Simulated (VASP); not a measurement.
# MgO (an interface model) in VASP: single point with PBE

Aim: the single point of MgO (an interface model) with PBE.

Program: VASP 6.6.1. These are calculated values, not measurements. Logs are shortened: lines on timing, memory, paths and dates and some standing lists are left out, and cuts for length are marked.

## (1) The cell of the first run

The cell holds layers of an interface, 42 atoms: a = 3.008 Å, b = 5.210 Å, c = 29.231 Å, α = 90.00°, β = 90.00°, γ = 106.78°.

## (2) Single point, PBE

Input file INCAR:

```
SYSTEM = MgO
PREC = Accurate ; ENCUT = 520
EDIFF = 1E-7 ; ISMEAR = 0
SIGMA = 0.05 ; LREAL = Auto
LASPH = .True. ; NELM = 60
ALGO = Normal ; ISIF = 2
LWAVE = .False. ; LCHARG = .False.
GGA = PE ; NBANDS = 111
```

Input file KPOINTS:

```
Automatic mesh
0
Gamma
  8 8 1
  0 0 0
```

Input file POSCAR:

```
MgO
1.0
    3.0078233108      0.0000000000      0.0000000000
   -1.5039116554      4.9879106788      0.0000000000
    0.0000000000      0.0000000000     29.2314021005
Mg O
21 21
Direct
    0.8322331716      0.6644663432      0.9739520756
    0.1804426183      0.3608852365      0.1400076505
    0.3634520435      0.7269040870      0.2694868403
    0.4559426049      0.9118852099      0.0899544247
    0.0882977280      0.1765954559      0.3145919021
    0.2789683233      0.5579366466      0.4392900062
    0.6358066052      0.2716132104      0.2265778554
    0.8188334995      0.6376669990      0.3560539634
    0.7203758166      0.4407516332      0.0567819694
    0.9109577308      0.8219154615      0.1814651728
    0.5433244391      0.0866488782      0.4060853332
    0.5908060661      0.1816121322      0.9209625853
    0.7720070642      0.5440141284      0.7921574577
    0.9562254439      0.9124508878      0.6607827082
    0.5003938500      1.0007876999      0.7480063359
    0.6853658678      0.3707317357      0.6146641771
    0.0445145035      0.0890290069      0.8352354943
    0.2287705185      0.4575410371      0.7038836314
    0.4098269295      0.8196538590      0.5750389798
    0.3153674019      0.6307348038      0.8813886939
    0.1680557270      0.3361114540      0.5221998056
    0.0931163694      0.1862327388      0.0742449873
    0.2732971844      0.5465943689      0.2040401976
    0.4527327935      0.9054655869      0.3354186796
    0.3409172659      0.6818345317      0.0224862769
   -0.0003645748      0.9992708504      0.2480301358
    0.1778411714      0.3556823428      0.3803241674
    0.5465528274      0.0931056548      0.1606414631
    0.7259680003      0.4519360007      0.2920362507
    0.9062211402      0.8124422805      0.4217996603
    0.8214326833      0.6428653665      0.1157522380
    0.6587423384      0.3174846768      0.4736877750
    0.6779284922      0.3558569843      0.8559508739
    0.8649443869      0.7298887738      0.7268337251
    0.9489891337      0.8979782675      0.9065734332
    0.5923918708      0.1847837416      0.6810048446
    0.7872853056      0.5745706111      0.5548669689
    0.1358598775      0.2717197550      0.7692119366
    0.3228043287      0.6456086575      0.6400947049
    0.2133261315      0.4266522631      0.9411864114
    0.4083758860      0.8167517720      0.8150475569
    0.0516694345      0.1033388689      0.5894842966
```

Potentials or basis: VASP PAW PBE potentials, release 64 (Mg, O).

On the command line:

```bash
cat potpaw_PBE.64/Mg/POTCAR potpaw_PBE.64/O/POTCAR > POTCAR
mpirun -np 1 vasp_std > vasp.out
```

OUTCAR:

```text
SYSTEM = MgO
   PREC = Accurate
   ENCUT = 520
   EDIFF = 1E-7
   ISMEAR = 0
   LREAL = Auto
   LASPH = .True.
   NELM = 60
   ISIF = 2
   GGA = PE

 ion  position               nearest neighbor table
   1  0.832  0.664  0.974-  25 2.07  25 2.07  40 2.14  40 2.14  35 2.29   9 2.67  12 2.86  20 3.10
                            20 3.10  12 3.36  12 3.36
   2  0.180  0.361  0.140-  23 2.09  28 2.10  28 2.10  22 2.11  31 2.18  31 2.18   9 2.89   9 2.89
                            10 2.95   7 2.98   7 2.98  10 3.00  10 3.00   4 3.07   4 3.07   4 3.11
   3  0.363  0.727  0.269-  23 2.11  26 2.12  26 2.12  24 2.12  29 2.14  29 2.14   8 2.98   8 2.98
                             7 2.99   7 3.00   7 3.00   5 3.01   5 3.01  10 3.02  10 3.02   5 3.05
   4  0.456  0.912  0.090-  22 2.08  22 2.08  31 2.15  31 2.15  28 2.26  25 2.28   9 2.81   9 2.95
                             9 2.95   2 3.07   2 3.07  10 3.10  10 3.10   2 3.11
   5  0.088  0.177  0.315-  24 2.11  24 2.11  27 2.12  26 2.14  29 2.14  29 2.14   8 2.95   8 3.00
                             8 3.00   3 3.01   3 3.01   7 3.02   7 3.02   3 3.05  11 3.10  11 3.10
   6  0.279  0.558  0.439-  27 2.00  30 2.03  30 2.03  32 2.17  32 2.17  21 2.66  11 2.81   8 2.89
                             8 2.89  11 2.95  11 2.95
   7  0.636  0.272  0.227-  29 2.11  26 2.12  26 2.12  28 2.12  23 2.14  23 2.14   2 2.98   2 2.98
                             3 2.99   3 3.00   3 3.00  10 3.01  10 3.01   5 3.02   5 3.02  10 3.05
   8  0.819  0.638  0.356-  29 2.09  24 2.10  24 2.10  30 2.11  27 2.18  27 2.18   6 2.89   6 2.89
                             5 2.95   3 2.98   3 2.98   5 3.00   5 3.00  11 3.07  11 3.07  11 3.11
   9  0.720  0.441  0.057-  31 2.00  22 2.03  22 2.03  25 2.17  25 2.17   1 2.67   4 2.81   2 2.89
                             2 2.89   4 2.95   4 2.95
  10  0.911  0.822  0.181-  28 2.11  28 2.11  31 2.12  26 2.14  23 2.14  23 2.14   2 2.95   2 3.00
                             2 3.00   7 3.01   7 3.01   3 3.02   3 3.02   7 3.05   4 3.10   4 3.10
  11  0.543  0.087  0.406-  30 2.08  30 2.08  27 2.15  27 2.15  24 2.25  32 2.29   6 2.81   6 2.95
                             6 2.95   8 3.07   8 3.07   5 3.10   5 3.10   8 3.11
  12  0.591  0.182  0.921-  40 2.03  40 2.03  33 2.09  35 2.11  35 2.11   1 2.86  20 2.94  20 2.94
                            17 2.96  17 2.96  20 2.98   1 3.36   1 3.36
  13  0.772  0.544  0.792-  33 2.09  34 2.12  38 2.13  38 2.13  41 2.14  41 2.14  17 3.00  17 3.00
                            17 3.00  15 3.00  18 3.02  18 3.02  15 3.02  15 3.02  20 3.04  20 3.04
  14  0.956  0.912  0.661-  39 2.10  39 2.10  36 2.11  36 2.11  34 2.13  42 2.29  19 2.96  19 2.96
                            15 2.99  15 2.99  18 3.00  18 3.00  18 3.00  16 3.02  16 3.05  16 3.05
  15  0.500  0.001  0.748-  34 2.11  34 2.11  38 2.11  38 2.11  36 2.16  41 2.16  14 2.99  14 2.99
                            17 2.99  17 2.99  18 3.00  13 3.00  18 3.02  18 3.02  13 3.02  13 3.02
  16  0.685  0.371  0.615-  37 2.02  42 2.14  42 2.14  36 2.15  39 2.17  39 2.17  19 2.94  19 2.94
                            19 2.98  14 3.02  18 3.04  18 3.04  14 3.05  14 3.05  21 3.10  21 3.10
  17  0.045  0.089  0.835-  33 2.10  33 2.10  41 2.11  41 2.11  38 2.13  35 2.29  12 2.96  12 2.96
                            15 2.99  15 2.99  13 3.00  13 3.00  13 3.00  20 3.02  20 3.05  20 3.05
  18  0.229  0.458  0.704-  39 2.09  38 2.12  34 2.13  34 2.13  36 2.14  36 2.14  14 3.00  14 3.00
                            14 3.00  15 3.00  13 3.02  13 3.02  15 3.02  15 3.02  16 3.04  16 3.04
  19  0.410  0.820  0.575-  37 2.03  37 2.03  39 2.09  42 2.11  42 2.11  21 2.86  16 2.94  16 2.94
                            14 2.96  14 2.96  16 2.98  21 3.36  21 3.36
[... 266 lines left out ...]
   AEXX    =    0.0000 exact exchange contribution
   IVDW    =     0    specifies the selected vdW correction
   LEPSILON=     F    determine dielectric tensor
   LRPA    =     F    only Hartree local field effects (RPA)
 non-spin polarized calculation
 Gauss-broadening in eV      SIGMA  =   0.05
  energy-cutoff  :      520.00
  volume of cell :      438.55
 maximum number of plane-waves:     11907
 NGX is ok and might be reduce to    24
   NGX = 11   NGY = 19   NGZ =109

 number of electron     168.0000003 magnetization

 Free energy of the ion-electron system (eV)
  ---------------------------------------------------
  ext. energy  EPLUGINS =         0.00000000
  ---------------------------------------------------
  free energy    TOTEN  =      -245.69535641 eV

  energy without entropy =     -245.69535641  energy(sigma->0) =     -245.69535641

 E-fermi :   3.4051     XC(G=0): -10.4236

 val. band max:        3.1619207358   @ k =   0.0000   0.0000   0.0000
 cond. band min:       5.2891147152   @ k =   0.0000   0.0000   0.0000
 fundamental gap:      2.1271939795
 Fermi energy:         3.4051082991

 k-point     1 :       0.0000    0.0000    0.0000
  band No.  band energies     occupation
      1     -15.6135      2.00000
      2     -15.3235      2.00000
      3     -14.9684      2.00000
      4     -14.6631      2.00000
      5     -14.4727      2.00000
      6     -14.4259      2.00000
[... 2068 lines left out ...]
     95      10.1383      0.00000
     96      10.1477      0.00000
 [bands above 96 left out]

------------------------ aborting loop because EDIFF is reached ----------------------------------------

  FORCE on cell =-STRESS in cart. coord.  units (eV):
  Direction    XX          YY          ZZ          XY          YZ          ZX
  --------------------------------------------------------------------------------------
  -------------------------------------------------------------------------------------
  Total      -13.0180748      2.8877704     -1.5852490      0.0000000      2.2175291      0.0000000
  in kB      -47.5594376     10.5500037     -5.7914515      0.0000000      8.1013850      0.0000000
  external PRESSURE =     -14.2669618 kB  Pullay stress =       0.0000000 kB

 VOLUME and BASIS-vectors are now :
 -----------------------------------------------------------------------------
  energy-cutoff  :      520.00
  volume of cell :      438.55
      direct lattice vectors                 reciprocal lattice vectors
     3.007823311  0.000000000  0.000000000     0.332466338  0.100242372  0.000000000
    -1.503911655  4.987910679  0.000000000     0.000000000  0.200484745  0.000000000
     0.000000000  0.000000000 29.231402100     0.000000000  0.000000000  0.034209786

 POSITION                                       TOTAL-FORCE (eV/Angst)
 -----------------------------------------------------------------------------------
      1.50391      3.31430     28.46998        -0.000000     -0.017716     -0.008211
      0.00000      1.80006      4.09262        -0.000000      0.004588     -0.005846
     -0.00000      3.62573      7.87748         0.000000      0.000220     -0.002359
     -0.00000      4.54840      2.62949         0.000000     -0.000906      0.014539
      0.00000      0.88084      9.19596         0.000000     -0.000483      0.001982
      0.00000      2.78294     12.84106         0.000000     -0.002807     -0.024173
[... 34 lines left out ...]
      0.00000      4.07388     23.82498        -0.000000     -0.000759      0.002899
      0.00000      0.51545     17.23145         0.000000     -0.005390      0.005993
 -----------------------------------------------------------------------------------
    total drift:                               -0.000037     -0.000260      0.002071

  FREE ENERGIE OF THE ION-ELECTRON SYSTEM (eV)
  ---------------------------------------------------
  free  energy   TOTEN  =      -245.6953564078 eV

  energy  without entropy=     -245.6953564078  energy(sigma->0) =     -245.69535641
```

Run time: 72 min. Hardware: 1 thread of Oxide Virtual Turin-like, shared host; peak memory 0.84 GiB.

What came out:

* Free energy: -245.6954 eV
* Pressure: -1.4 GPa
* Largest force: 0.024 eV/Å
* Band gap on the k mesh: 2.13 eV

Forces in eV/Å, atoms in the order of the input:
```
Mg   0.000 -0.018 -0.008
Mg   0.000  0.005 -0.006
Mg   0.000  0.000 -0.002
Mg   0.000 -0.001  0.015
Mg   0.000  0.000  0.002
Mg   0.000 -0.003 -0.024
Mg   0.000  0.002 -0.001
Mg   0.000 -0.003  0.006
Mg   0.000  0.002  0.023
Mg   0.000  0.002 -0.002
Mg   0.000  0.005 -0.014
Mg   0.000  0.013 -0.013
Mg   0.000 -0.007  0.000
Mg   0.000 -0.011  0.003
Mg   0.000  0.001  0.004
Mg   0.000  0.012  0.007
Mg   0.000  0.012 -0.001
Mg   0.000  0.007  0.003
Mg   0.000 -0.012  0.015
Mg   0.000 -0.015 -0.001
Mg   0.000  0.016  0.009
O    0.000  0.004  0.003
O    0.000  0.000  0.005
O    0.000 -0.003 -0.003
O    0.000 -0.013  0.001
O    0.000  0.000  0.003
O    0.000 -0.003 -0.004
O    0.000  0.003  0.002
O    0.000 -0.001 -0.006
O    0.000 -0.003 -0.004
O    0.000  0.004  0.001
O    0.000  0.014  0.000
O    0.000  0.007 -0.006
O    0.000 -0.001  0.007
O    0.000  0.000 -0.007
O    0.000 -0.001 -0.004
O    0.000 -0.004 -0.008
O    0.000  0.000 -0.010
O    0.000 -0.007  0.003
O    0.000  0.006  0.004
O    0.000 -0.001  0.003
O    0.000 -0.005  0.006
```
